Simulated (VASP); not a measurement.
A run of VASP 6.6.1 is set up as follows.

The input INCAR:

```
SYSTEM = LuH3
PREC = Accurate
ENCUT = 520
EDIFF = 1E-6
ISMEAR = 0
SIGMA = 0.1
LREAL = Auto
LASPH = .True.
NELM = 100
ALGO = Normal
ISIF = 2
LWAVE = .False.
LCHARG = .False.
GGA = PS
NBANDS = 102
```

The input KPOINTS:

```
Automatic mesh
0
Gamma
  6 6 4
  0 0 0
```

POSCAR

```
LuH3
1.0
    5.9806326517      0.0000000000      0.0000000000
   -2.9903163259      5.1793798070      0.0000000000
    0.0000000000      0.0000000000      6.2030270937
Lu H
6 18
Direct
    0.6639683628      0.0000000000      0.2500000000
    0.3360316372      0.3360316372      0.2500000000
    0.0000000000      0.6639683628      0.2500000000
    0.6639683628      0.6639683628      0.7500000000
    0.0000000000      0.3360316372      0.7500000000
    0.3360316372      0.0000000000      0.7500000000
    0.3225641269      0.9743523129      0.4072939042
    0.6517881859      0.6774358731      0.4072939042
    0.0256476871      0.3482118141      0.4072939042
    0.3225641269      0.3482118141      0.9072939042
    0.0256476871      0.6774358731      0.9072939042
    0.6517881859      0.9743523129      0.9072939042
    0.6774358731      0.0256476871      0.5927060958
    0.3482118141      0.3225641269      0.5927060958
    0.9743523129      0.6517881859      0.5927060958
    0.6774358731      0.6517881859      0.0927060958
    0.9743523129      0.3225641269      0.0927060958
    0.3482118141      0.0256476871      0.0927060958
    0.0000000000      0.0000000000      0.2500000000
    0.0000000000      0.0000000000      0.7500000000
    0.6666666667      0.3333333333      0.3184662742
    0.6666666667      0.3333333333      0.8184662742
    0.3333333333      0.6666666667      0.6815337258
    0.3333333333      0.6666666667      0.1815337258
```

Potentials or basis: VASP PAW PBE potentials, release 64 (Lu, H).

Command:

```console
$ cat potpaw_PBE.64/Lu/POTCAR potpaw_PBE.64/H/POTCAR > POTCAR
$ mpirun -np 1 vasp_std > vasp.out
```

(1) What does it give for the largest force?

(2) What does it give for the band gap on the k mesh?

Answers

(1) 0.011 eV/Å.

(2) 0.28 eV (least direct gap 0.33 eV).

Caveat: the PAW data sets were made with another functional, which shifts forces and pressure a little; spin-orbit coupling is left out, which moves the levels of the heavy elements.
